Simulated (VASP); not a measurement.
# Zr2S5 in VASP: further runs, part 2 of 2

VASP 6.6.1. Earlier steps stand in the parts before.

**3. Single point, PBE**

This run uses another cell than the first one, of the same volume but with other edges.

The input, INCAR:

```
SYSTEM = Zr2S5
PREC = Accurate ; ENCUT = 520
EDIFF = 1E-6 ; ISMEAR = 0
SIGMA = 0.1 ; LREAL = .FALSE.
LASPH = .TRUE. ; NELM = 80
ALGO = Normal ; ISIF = 2
LWAVE = .FALSE. ; LCHARG = .FALSE.
GGA = PE ; NBANDS = 36
```

The input, KPOINTS:

```
regular mesh
0
G
  4 4 4
  0 0 0
```

The input, POSCAR:

```
Zr2S5
1.0
    3.3429491148      0.0000000000     -0.7614857117
    0.0000000000      7.2665931950      0.0000000000
   -1.4854617892      0.0000000000      8.9109399563
Zr S
2 5
Direct
    0.2239596481      0.3168129727      0.7232865014
    0.7760403519      0.3168129727      0.2767134986
    0.2340300028      0.5502687951      0.2329516602
    0.7659699972      0.5502687951      0.7670483398
   -0.1242311397      0.0980018661      0.8742009592
    1.1242311397      0.0980018661      0.1257990408
    0.5000000000      0.1953199410      0.5000000000
```

Potentials or basis: VASP PAW PBE potentials, release 64 (Zr_sv, S).

Launch:

```
cat potpaw_PBE.64/Zr_sv/POTCAR potpaw_PBE.64/S/POTCAR > POTCAR
mpirun -np 1 vasp_std > vasp.out
```

OUTCAR:

```text
SYSTEM = Zr2S5
   PREC = Accurate
   ENCUT = 520
   EDIFF = 1E-6
   ISMEAR = 0
   LREAL = .FALSE.
   LASPH = .TRUE.
   NELM = 80
   ISIF = 2
   GGA = PE

 ion  position               nearest neighbor table
   1  0.224  0.317  0.723-   4 2.44   4 2.44   5 2.65   5 2.66   7 2.68   7 2.69   2 3.73
   2  0.776  0.317  0.277-   3 2.44   3 2.44   6 2.65   6 2.66   7 2.68   7 2.69   1 3.73
   3  0.234  0.550  0.233-   2 2.44   2 2.44
   4  0.766  0.550  0.767-   1 2.44   1 2.44
   5  0.876  0.098  0.874-   6 2.10   1 2.65   1 2.66
   6  0.124  0.098  0.126-   5 2.10   2 2.65   2 2.66
   7  0.500  0.195  0.500-   1 2.68   2 2.68   1 2.69   2 2.69

  LATTYP: Found a simple monoclinic cell.
 ALAT       =     3.4285812333
 B/A-ratio  =     2.1194169543
 C/A-ratio  =     2.4378773709
 COS(beta)  =    -0.0001323432

  Lattice vectors:

 A1 = (   3.3429491148,   0.0000000000,  -0.7614857117)
 A2 = (   0.0000000000,  -7.2665931950,   0.0000000000)
 A3 = (  -1.8574873256,   0.0000000000,  -8.1494542446)

Analysis of symmetry for initial positions (statically):
[... 182 lines left out ...]
  energy without entropy =      -45.10238733  energy(sigma->0) =      -45.10242192

 E-fermi :   2.5678     XC(G=0):  -7.8900

 val. band max:        2.3713560438   @ k =   0.5000   0.0000   0.5000
 cond. band min:       2.7515296417   @ k =   0.0000   0.5000   0.0000
 fundamental gap:      0.3801735979
 Fermi energy:         2.5677510343

 k-point     1 :       0.0000    0.0000    0.0000
  band No.  band energies     occupation
      1     -46.8880      2.00000
      2     -46.8842      2.00000
      3     -25.0586      2.00000
      4     -24.9782      2.00000
      5     -24.9555      2.00000
      6     -24.9453      2.00000
[... 925 lines left out ...]
     35       6.1468      0.00000
     36       6.8917      0.00000

 [... further k-points ...]
[... 5 lines left out ...]
  --------------------------------------------------------------------------------------
  -------------------------------------------------------------------------------------
  Total        0.0114132     -0.1131664     -0.2237298      0.0000000      0.0000000     -0.0645201
  in kB        0.0878108     -0.8706756     -1.7213245      0.0000000      0.0000000     -0.4964027
  external PRESSURE =      -0.8347298 kB  Pullay stress =       0.0000000 kB

 VOLUME and BASIS-vectors are now :
 -----------------------------------------------------------------------------
  energy-cutoff  :      520.00
  volume of cell :      208.24
      direct lattice vectors                 reciprocal lattice vectors
     3.342949115  0.000000000 -0.761485712     0.310944427  0.000000000  0.051834719
     0.000000000  7.266593195  0.000000000     0.000000000  0.137616070  0.000000000
    -1.485461789  0.000000000  8.910939956     0.026571803  0.000000000  0.116651150

 POSITION                                       TOTAL-FORCE (eV/Angst)
 -----------------------------------------------------------------------------------
     -0.32573      2.30215      6.27462        -0.004207     -0.016051      0.003198
      2.18322      2.30215      1.87483         0.004207     -0.016051     -0.003198
      0.43631      3.99858      1.89761        -0.017982     -0.001066     -0.002764
      1.42118      3.99858      6.25185         0.017982     -0.001066      0.002764
      1.62906      0.71214      7.12307         0.003848      0.009557      0.104891
      0.22843      0.71214      1.02639        -0.003848      0.009557     -0.104891
      0.92874      1.41931      4.07473         0.000000      0.015121      0.000000
 -----------------------------------------------------------------------------------
    total drift:                               -0.000000     -0.000157     -0.000000

  FREE ENERGIE OF THE ION-ELECTRON SYSTEM (eV)
  ---------------------------------------------------
  free  energy   TOTEN  =       -45.1024565130 eV

  energy  without entropy=      -45.1023873335  energy(sigma->0) =      -45.10242192
```

OSZICAR:

```text
N       E                     dE             d eps       ncg     rms          rms(c)
DAV:   1     0.447759682862E+03    0.44776E+03   -0.25201E+04  2160   0.132E+03
DAV:   2    -0.835548015360E+01   -0.45612E+03   -0.44545E+03  2808   0.328E+02
DAV:   3    -0.464819375883E+02   -0.38126E+02   -0.37853E+02  3176   0.844E+01
DAV:   4    -0.495656432662E+02   -0.30837E+01   -0.30767E+01  3736   0.202E+01
DAV:   5    -0.497079196917E+02   -0.14228E+00   -0.14227E+00  3036   0.332E+00    0.239E+01
DAV:   6    -0.451947127299E+02    0.45132E+01   -0.14156E+01  2452   0.162E+01    0.121E+01
DAV:   7    -0.450996663814E+02    0.95046E-01   -0.15858E+00  3364   0.518E+00    0.607E+00
DAV:   8    -0.451005023631E+02   -0.83598E-03   -0.26220E-01  2708   0.225E+00    0.957E-01
DAV:   9    -0.451006729029E+02   -0.17054E-03   -0.30406E-02  2872   0.791E-01    0.807E-01
DAV:  10    -0.451018080256E+02   -0.11351E-02   -0.39075E-03  2964   0.301E-01    0.291E-01
DAV:  11    -0.451022436835E+02   -0.43566E-03   -0.67453E-04  2552   0.120E-01    0.103E-01
DAV:  12    -0.451024332771E+02   -0.18959E-03   -0.26285E-04  2600   0.735E-02    0.585E-02
DAV:  13    -0.451024513964E+02   -0.18119E-04   -0.23615E-05  2824   0.219E-02    0.335E-02
DAV:  14    -0.451024566898E+02   -0.52934E-05   -0.12107E-05  2244   0.166E-02    0.152E-02
DAV:  15    -0.451024565130E+02    0.17682E-06   -0.78699E-07  1928   0.496E-03
   1 F= -.45102457E+02 E0= -.45102422E+02  d E =-.691794E-04
```

stdout:

```text
POSCAR found type information on POSCAR ZrS
 POSCAR found :  2 types and       7 ions
 scaLAPACK will be used
 LDA part: xc-table for (Slater+PW92), standard interpolation
 POSCAR, INCAR and KPOINTS ok, starting setup
 FFT: planning ... GRIDC
 FFT: planning ... GRID_SOFT
 FFT: planning ... GRID
 WAVECAR not read
 entering main loop
```

Wall time 5.8 min (1 thread of AMD EPYC 7R43 (Zen 3), shared host); peak memory 0.37 GiB.

Results:

```yaml
Free_energy: -45.1025 eV
Pressure: -0.1 GPa
Largest_force: 0.105 eV/Å
Band_gap_on_the_k_mesh: 0.38 eV (least direct gap 0.73 eV)
```

Forces in eV/Å, atoms in the order of the input:
```
Zr  -0.004 -0.016  0.003
Zr   0.004 -0.016 -0.003
S   -0.018 -0.001 -0.003
S    0.018 -0.001  0.003
S    0.004  0.010  0.105
S   -0.004  0.010 -0.105
S    0.000  0.015  0.000
```

Caveat: the k points lie up to 0.46 Å⁻¹ apart; this functional lacks dispersion, which binds layers or chains, so the pressure and a relaxed spacing across them are unreliable. A k mesh can miss the band edges.
